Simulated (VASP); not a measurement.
# Hf (I4/mmm) in VASP: further runs, part 2 of 2

VASP 6.6.1. Earlier steps stand in the parts before.

**4. Single point, PBEsol**

This run uses another cell than the first one, of the same volume but with other edges.

INCAR

```
  PREC = Accurate
  ENCUT = 520
  EDIFF = 1E-6
  ISMEAR = 0
  SIGMA = 0.15
  LREAL = F
  LASPH = T
  NELM = 100
  ALGO = Fast
  ISIF = 2
  LWAVE = F
  LCHARG = F
  GGA = PS
  NBANDS = 11
```

KPOINTS

```
regular mesh
0
Gamma
  20 20 20
```

POSCAR

```
Hf
1.0
    0.0000000000      2.2504147384      2.1603981488
    2.2504147384      0.0000000000      2.1603981488
    2.2504147384      2.2504147384      0.0000000000
Hf
1
Direct
    0.0000000000      0.0000000000      0.0000000000
```

Potentials or basis: VASP PAW PBE potentials, release 64 (Hf_pv).

Command:

```bash
cat potpaw_PBE.64/Hf_pv/POTCAR > POTCAR
mpirun -np 1 vasp_std > vasp.out
```

OUTCAR:

```text
PREC = Accurate
   ENCUT = 520
   EDIFF = 1E-6
   ISMEAR = 0
   LREAL = F
   LASPH = T
   NELM = 100
   ISIF = 2
   GGA = PS

 ion  position               nearest neighbor table
   1  0.000  0.000  0.000-

  LATTYP: Found a body centered tetragonal cell.
 ALAT       =     3.1825670440
 C/A-ratio  =     1.3576450198

  Lattice vectors:

 A1 = (   0.0000000000,  -2.2504147384,  -2.1603981488)
 A2 = (   0.0000000000,   2.2504147384,  -2.1603981488)
 A3 = (   2.2504147384,   0.0000000000,   2.1603981488)

Analysis of symmetry for initial positions (statically):
=====================================================================
 Subroutine PRICEL returns:
 Original cell was already a primitive cell.

 Routine SETGRP: Setting up the symmetry group for a
 body centered tetragonal supercell.

 Subroutine GETGRP returns: Found 16 space group operations
 (whereof 16 operations were pure point group operations)
 out of a pool of 16 trial point group operations.

The static configuration has the point symmetry D_4h.

Analysis of symmetry for dynamics (positions and initial velocities):
[... 162 lines left out ...]
 val. band max:        4.7329882885   @ k =   0.2000   0.0000   0.1500
 cond. band min:       4.7358245758   @ k =   0.5000   0.1000   0.3000
 fundamental gap:      0.0028362874
 Fermi energy:         4.7341834197

 k-point     1 :       0.0000    0.0000    0.0000
  band No.  band energies     occupation
      1     -25.1491      2.00000
      2     -25.1491      2.00000
      3     -25.1451      2.00000
      4      -2.5569      2.00000
      5       5.9913      0.00000
      6       5.9913      0.00000
      7       6.4541      0.00000
      8       8.6424      0.00000
      9       9.3150      0.00000
     10      16.2023      0.00000
     11      17.8954      0.00000
[... 309 lines left out ...]
 k-point    24 :      -0.3500    0.0500    0.0000
  band No.  band energies     occupation
      1     -25.8818      2.00000
      2     -25.2623      2.00000
      3     -25.2494      2.00000
      4       0.6654      2.00000
      5       4.7929      0.57987
      6       5.9270      0.00000
      7       6.2933      0.00000
      8       9.9028      0.00000
      9      10.5645      0.00000
     10      15.1497      0.00000
     11      17.6384      0.00000

 [... further k-points ...]
[... 5 lines left out ...]
  --------------------------------------------------------------------------------------
  -------------------------------------------------------------------------------------
  Total       -0.3647758     -0.3647758     -0.0760194      0.0000000      0.0000000     -0.0000000
  in kB      -26.7083903    -26.7083903     -5.5660396      0.0000000      0.0000000     -0.0000000
  external PRESSURE =     -19.6609400 kB  Pullay stress =       0.0000000 kB

 VOLUME and BASIS-vectors are now :
 -----------------------------------------------------------------------------
  energy-cutoff  :      520.00
  volume of cell :       21.88
      direct lattice vectors                 reciprocal lattice vectors
     0.000000000  2.250414738  2.160398149    -0.222181268  0.222181268  0.231438821
     2.250414738  0.000000000  2.160398149     0.222181268 -0.222181268  0.231438821
     2.250414738  2.250414738  0.000000000     0.222181268  0.222181268 -0.231438821

 POSITION                                       TOTAL-FORCE (eV/Angst)
 -----------------------------------------------------------------------------------
      0.00000      0.00000      0.00000         0.000000      0.000000      0.000000
 -----------------------------------------------------------------------------------
    total drift:                               -0.000000     -0.000000      0.000000

  FREE ENERGIE OF THE ION-ELECTRON SYSTEM (eV)
  ---------------------------------------------------
  free  energy   TOTEN  =       -10.4359937998 eV

  energy  without entropy=      -10.4196405154  energy(sigma->0) =      -10.42781716
```

stdout:

```text
POSCAR found type information on POSCAR Hf
 POSCAR found :  1 types and       1 ions
 scaLAPACK will be used
 -----------------------------------------------------------------------------
|                                                                             |
|                                                                             |
|     You enforced a specific xc type in the INCAR file but a different       |
|     I HOPE YOU KNOW WHAT YOU ARE DOING!                                     |
|                                                                             |
 -----------------------------------------------------------------------------

 LDA part: xc-table for (Slater+PW92), standard interpolation
 POSCAR, INCAR and KPOINTS ok, starting setup
 FFT: planning ... GRIDC
 FFT: planning ... GRID_SOFT
 FFT: planning ... GRID
 WAVECAR not read
 entering main loop
```

Run time: 71 s. Hardware: 1 thread of AMD EPYC 9R45 (Zen 5), shared host; peak memory 0.23 GiB.

What came out:

| Property | Result |
| --- | --- |
| Free energy | -10.4360 eV |
| Pressure | -2.0 GPa |
| Band gap on the k mesh | zero (bands 5 and 6 overlap by 1.89 eV) |

Caveat: the PAW data sets were made with another functional, which shifts forces and pressure a little; spin-orbit coupling is left out, which moves the levels of the heavy elements.

**5. Overview**

| cell | further INCAR settings | gap on the mesh (eV) | pressure (GPa) |
| --- | --- | --- | --- |
| a = 3.057, b = 3.057, c = 3.624 Å, angles 53.6, 53.6, 72.7°, 1 atom | ALGO = Fast; EDIFF = 1e-07; NBANDS = 11 | none | -2.9 |
| a = 3.496, b = 3.496, c = 2.743 Å, angles 66.9, 66.9, 46.2°, 1 atom | ALGO = Fast; EDIFF = 1e-07; NBANDS = 11 | none | -1.0 |
| a = 3.120, b = 3.120, c = 3.183 Å, angles 59.3, 59.3, 61.3°, 1 atom | ALGO = Fast; EDIFF = 1e-06; NBANDS = 11 | none | -2.0 |

Alike in all rows: task single point; level PBEsol; potentials or basis VASP PAW PBE potentials, release 64 (Hf_pv); no spin polarisation; k mesh 20 × 20 × 20; cutoff (eV) 520; smearing gaussian 0.15 eV.

Caveats: the PAW data sets were made with another functional, which shifts forces and pressure a little; spin-orbit coupling is left out, which moves the levels of the heavy elements; the stress differs along the axes, from -19 to 8 GPa (at least some runs).

Absolute energies hang on the potentials; compare differences alone.
